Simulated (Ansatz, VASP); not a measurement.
## Two plane-wave programs on Ta

```
Ta
1.0
     0.00000    2.84319    2.84319
     2.84319    0.00000    2.84319
     2.84319    2.84319    0.00000
Ta
2
Direct
  0.12500 0.12500 0.12500
  0.87500 0.87500 0.87500
```

Alike in both runs: task single point; functional LDA; k mesh 10 × 10 × 10; occupations fermi-dirac, width 0.1 eV; no spin polarisation.

|  | VASP | Ansatz |
| --- | --- | --- |
| version | VASP 6.6.1 | Ansatz 0.2.0 |
| potentials or method | VASP PAW LDA potentials, release 64 (Ta_pv), cutoff 520 eV | plane waves (420 eV) with PAW, scalar-relativistic |
| valence electrons in the cell | 22 | 26 |

|  | VASP | Ansatz | Ansatz less VASP |
| --- | --- | --- | --- |
| pressure (GPa) | 13.2 | 12.7 | -0.54 |

Ansatz warns that its potentials were made for another functional, while VASP's fit it. LDA's correlation is that of Perdew and Zunger in VASP and of Perdew and Wang (1992) in Ansatz. VASP's potentials hold 22 valence electrons a cell and Ansatz's 26, so a difference there can come from the potentials and not from the codes.

Spin-orbit coupling is off throughout.
